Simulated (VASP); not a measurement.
Here is a VASP 6.6.1 calculation.

The input INCAR:

```
PREC     = Accurate       # precision mode
ENCUT    = 600            # plane-wave cutoff, eV
EDIFF    = 1E-6           # SCF threshold, eV
ISMEAR   = 0              # smearing method
SIGMA    = 0.1            # smearing width, eV
LREAL    = F              # projectors in reciprocal space
LASPH    = T              # aspherical terms in the spheres
NELM     = 60             # most SCF steps
ALGO     = Normal         # electronic algorithm
ISIF     = 3              # what is computed and relaxed
LWAVE    = F              # write WAVECAR
LCHARG   = F              # write CHGCAR
GGA      = PE             # functional
IBRION   = 2              # ionic algorithm
NSW      = 90             # ionic steps
EDIFFG   = -0.04          # ionic threshold
```

File KPOINTS:

```
regular mesh
0
Gamma
  6 6 2
```

Contents of POSCAR:

```
Al4B3Sb
1.0
    3.2798464476      0.0000000000      0.0000000000
    0.0000000000      3.0859496260      0.0000000000
   -0.0149984785      0.0000000000     10.9361715413
Al B Sb
4 3 1
Direct
    0.4772660327      0.5000000000      0.4966977037
    0.0080253330      0.5000000000      0.8497333710
    0.5104112632      0.0000000000      0.6976226158
    0.0060016379      0.0000000000      0.0717905883
    0.5017058588      0.5000000000      0.9970290678
    0.0007118267      0.5000000000      0.6469410979
    0.5092366756      0.0000000000      0.9131388588
    0.9866413521      0.0000000000      0.3270457067
```

Potentials or basis: VASP PAW PBE potentials, release 64 (Al, B, Sb).

Command:

```bash
$ cat potpaw_PBE.64/Al/POTCAR potpaw_PBE.64/B/POTCAR potpaw_PBE.64/Sb/POTCAR > POTCAR
$ mpirun -np 1 vasp_std > vasp.out
```

Question: What does it give for the space group after relaxing (to 0.1 Å)?

Answer: Pm (No. 6).

Question: Predict the band gap on the k mesh.

Answer: Zero (bands 13 and 14 overlap by 3.80 eV).

Question: What does it give for the relaxed cell?

Answer: a = 3.251 Å, b = 3.004 Å, c = 11.557 Å, α = 90.00°, β = 90.31°, γ = 90.00°.

The path:
```tsv
step	energy change (eV)	largest force (eV/Å)	pressure (GPa)	volume (Å³)
1	0.0000	0.7899	0.17	110.69
2	-0.0542	0.5713	-0.11	110.92
3	-0.0849	0.2742	-0.20	111.16
4	-0.0884	0.3952	-0.18	111.26
5	-0.1229	0.3194	0.41	111.06
6	-0.1398	0.2835	1.35	110.72
7	-0.1545	0.2988	1.14	111.08
8	-0.1699	0.3621	0.76	111.87
9	-0.1863	0.3079	0.31	112.23
10	-0.1987	0.1919	-0.76	113.12
11	-0.1995	0.2135	-0.56	112.94
12	-0.2025	0.1652	-0.24	112.62
13	-0.2049	0.0645	0.42	111.97
14	-0.2065	0.0520	0.25	112.18
15	-0.2073	0.0785	0.02	112.49
16	-0.2081	0.0563	-0.02	112.61
17	-0.2087	0.0385	-0.10	112.83
```

Caveat: spin-orbit coupling is left out, which moves the levels of the heavy elements.
